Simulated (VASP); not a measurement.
Input of a VASP 6.6.1 run:

File INCAR:

```
SYSTEM = PbS
PREC = Accurate
ENCUT = 520
EDIFF = 1E-6
ISMEAR = 0
SIGMA = 0.02
LREAL = .False.
LASPH = .True.
NELM = 60
ALGO = Normal
ISIF = 2
LWAVE = .False.
LCHARG = .False.
GGA = PE
IVDW = 12
NBANDS = 17
```

File KPOINTS:

```
regular mesh
0
Gamma
  10 10 10
  0 0 0
```

POSCAR

```
PbS
1.0
    0.0000000000      2.9679283527      2.9679283527
    2.9679283527      0.0000000000      2.9679283527
    2.9679283527      2.9679283527      0.0000000000
Pb S
1 1
Direct
    0.0000000000      0.0000000000      0.0000000000
    0.5000000000      0.5000000000      0.5000000000
```

Potentials or basis: VASP PAW PBE potentials, release 64 (Pb_d, S).

Command:

```console
$ cat potpaw_PBE.64/Pb_d/POTCAR potpaw_PBE.64/S/POTCAR > POTCAR
$ mpirun -np 1 vasp_std > vasp.out
```

Question: Estimate the dispersion energy per atom.

Answer: -0.346 eV.

Question: What does it give for the pressure?

Answer: -0.1 GPa.
